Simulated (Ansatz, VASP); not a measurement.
## Cu in VASP and in Ansatz

```
Cu
1.0
    -1.28288    1.28288    1.81546
     1.28288   -1.28288    1.81546
     1.28288    1.28288   -1.81546
Cu
1
Cartesian
  0.0000 0.0000 0.0000
```

Change from the starting cell: the structure that the rattled cell fell into.

Alike in both runs: functional PBE; k mesh 30 × 30 × 30; occupations gaussian, width 0.1 eV; no spin polarisation.

Ansatz relaxed the structure, and its values are those at the end. VASP's run is a single point on that final structure, the one shown.

|  | VASP | Ansatz |
| --- | --- | --- |
| version | VASP 6.6.1 | Ansatz 0.2.0 |
| potentials or method | VASP PAW PBE potentials, release 64 (Cu), cutoff 520 eV | scalar-relativistic, plane waves, PAW |
| valence electrons in the cell | 11 | 19 |

```csv
,VASP,Ansatz,Ansatz less VASP
gap on the k mesh at the Fermi level (eV),none,none,-
pressure (GPa),0.5,0.0,-0.46
```

A gap of «none» marks a metal or a gap that the smearing closes. The functional is the same, so the differences come from potentials, cutoffs and numerics. VASP's potentials hold 11 valence electrons a cell and Ansatz's 19, so a difference there can come from the potentials and not from the codes.
